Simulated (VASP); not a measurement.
Input of a VASP 6.6.1 run:

The input INCAR:

```
SYSTEM = GaP
PREC = Accurate
ENCUT = 520
EDIFF = 1E-6
ISMEAR = 0
SIGMA = 0.02
LREAL = .False.
LASPH = .True.
NELM = 100
ALGO = Normal
ISIF = 2
LWAVE = .False.
LCHARG = .False.
GGA = PS
NBANDS = 16
```

Contents of KPOINTS:

```
regular mesh
0
Gamma
  8 8 8
  0 0 0
```

Contents of POSCAR:

```
GaP
1.0
    0.0000000000      2.7192244521      2.7192244521
    2.7192244521      0.0000000000      2.7192244521
    2.7192244521      2.7192244521      0.0000000000
Ga P
1 1
Direct
    0.0000000000      0.0000000000      0.0000000000
    0.2500000000      0.2500000000      0.2500000000
```

Potentials or basis: VASP PAW PBE potentials, release 64 (Ga_d, P).

Launch:

```bash
$ cat potpaw_PBE.64/Ga_d/POTCAR potpaw_PBE.64/P/POTCAR > POTCAR
$ mpirun -np 1 vasp_std > vasp.out
```

(1) What does it give for the pressure?

(2) Predict the band gap on the k mesh.

Answers

(1) -0.1 GPa.

(2) 1.50 eV, indirect (least direct gap 1.80 eV).

Caveat: the PAW data sets were made with another functional, which shifts forces and pressure a little.
